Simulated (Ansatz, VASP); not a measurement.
**Au: VASP beside Ansatz**

```xyz
2
Lattice="1.4256 0.8231 5.3277 -1.4256 0.8231 5.3277 0.0000 -1.6462 5.3277" Properties=species:S:1:pos:R:3 pbc="T T T"
Au    0.0000    0.0000    1.3999
Au    0.0000    0.0000   14.5832
```

Alike in both runs: functional PBE; k mesh 24 × 24 × 24; occupations gaussian, width 0.1 eV; no spin polarisation.

Ansatz relaxed the structure, and its values are those at the end. VASP's run is a single point on that final structure, the one shown.

|  | VASP | Ansatz |
| --- | --- | --- |
| version | VASP 6.6.1 | Ansatz 0.2.0 |
| potentials or method | VASP PAW PBE potentials, release 64 (Au), cutoff 520 eV | scalar-relativistic, plane waves, PAW |
| valence electrons in the cell | 22 | 38 |

|  | VASP | Ansatz | Ansatz less VASP |
| --- | --- | --- | --- |
| gap on the k mesh at the Fermi level (eV) | none | none | - |
| pressure (GPa) | -0.2 | 0.0 | +0.19 |

A gap of «none» marks a metal or a gap that the smearing closes. With one functional, cell and mesh, what is left measures potentials, basis and numerics. VASP's potentials hold 22 valence electrons a cell and Ansatz's 38, so a difference there can come from the potentials and not from the codes.

Neither program's run includes spin-orbit coupling.
